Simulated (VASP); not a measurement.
**Zn: single point with LDA**

System: Zn, a slab with vacuum.

```
Zn
1.0
     2.57459    0.00000    0.00000
    -1.28729    2.22966    0.00000
     0.00000    0.00000   18.35680
Zn
2
Cartesian
  1.9309 0.3716 8.0000
  -0.6436 1.8580 10.3568
```

```json
{
  "Program": "VASP 6.6.1",
  "Task": "single point",
  "Functional": "LDA",
  "Potentials or basis": "VASP PAW LDA potentials, release 64 (Zn)",
  "Cutoff": "400 eV",
  "k mesh": "16 × 16 × 1",
  "Occupations": "fermi-dirac, width 0.1 eV",
  "Spin": "no spin polarisation",
  "Dipole correction": "yes",
  "Further INCAR settings": "ALGO = Normal; EDIFF = 1e-06; NBANDS = 19; NELMDL = -8"
}
```

- Largest force: 0.198 eV/Å
- Band gap on the k mesh: zero (bands 12 and 13 overlap by 3.57 eV)

Forces in eV/Å, atoms in the order of the input:
```
Zn   0.000  0.000 -0.198
Zn   0.000  0.000  0.198
```

Levels at points of the mesh, in eV from the Fermi level:
| k point | band 9 | band 10 | band 11 | band 12 | band 13 | band 14 | band 15 | band 16 |
| --- | --- | --- | --- | --- | --- | --- | --- | --- |
| (0.00, 0.00, 0.00) | -7.13 | -7.00 | -7.00 | -5.58 | -1.78 | 2.93 | 4.23 | 5.32 |
| (0.50, 0.00, 0.00) | -6.73 | -6.72 | -1.94 | -1.35 | 1.53 | 2.34 | 5.72 | 7.29 |

Run time: 70 s on 1 thread of Intel Xeon 8259CL, on a shared host, peak memory 0.17 GiB.
